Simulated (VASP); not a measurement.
**YAl7: single point with PBE**

YAl7:

```
Al Y
1.0
     6.76044   -0.09849   -0.00557
    -0.09849    6.70851   -0.14085
    -0.00557   -0.14085    6.40810
Al Y
14 2
Direct
  0.69108 0.16622 0.56705
  0.66016 0.47668 0.24593
  0.59447 0.89251 0.28166
  0.87079 0.73332 0.05933
  0.89426 0.37227 0.92405
  0.97838 0.99639 0.80153
  0.61447 0.06096 0.93236
  0.44665 0.67516 0.95806
  0.70097 0.69617 0.61344
  0.91919 0.10721 0.22586
  0.24182 0.25415 0.90340
  0.12650 0.62949 0.75472
  0.43299 0.45614 0.53930
  0.27412 0.92414 0.14825
  0.32317 0.96701 0.58978
  0.11616 0.49595 0.30228
```

```
Program             : VASP 6.6.1
Task                : single point
Functional          : PBE
Potentials or basis : VASP PAW PBE potentials, release 64 (Al, Y_sv)
Cutoff              : 520 eV
k mesh              : 1 × 1 × 1, shifted
Occupations         : fermi-dirac, width 0.1301 eV
Spin                : no spin polarisation
```

```
Pressure               : 11.7 GPa
Largest force          : 3.159 eV/Å
Band gap on the k mesh : 0.31 eV
```

Forces on the atoms (eV/Å):
```
Al   1.258  0.797 -0.059
Al   0.142 -0.849 -0.794
Al   0.988 -0.615  0.353
Al  -0.202  0.418 -0.504
Al  -1.295  0.047 -0.468
Al  -1.013 -0.244 -0.512
Al  -1.057  0.357 -0.119
Al   1.633 -1.515 -0.539
Al   1.932  0.778  1.096
Al   0.774  0.234  0.507
Al   1.545  1.020  0.490
Al  -1.059 -0.503 -0.162
Al  -1.004 -1.264  1.869
Al  -2.787  1.384 -0.545
Y    0.121  0.093  0.073
Y    0.025 -0.139 -0.686
```

Stress tensor (GPa, compression positive):
```
17.43 -0.82 -3.59
-0.82  8.05 -3.17
-3.59 -3.17  9.49
```

Levels at points of the mesh, in eV from the valence-band top:
```tsv
k point	band 30	band 31	band 32	band 33	band 34	band 35
(0.25, 0.25, 0.25)	-0.54	-0.22	0.00	0.31	0.66	0.91
```

Wall time 30 s on 1 thread of Intel(R) Xeon(R) Platinum 8488C (Sapphire Rapids), with other jobs on the host, peak memory 0.32 GiB.

Caveat: the k points lie up to 0.98 Å⁻¹ apart.
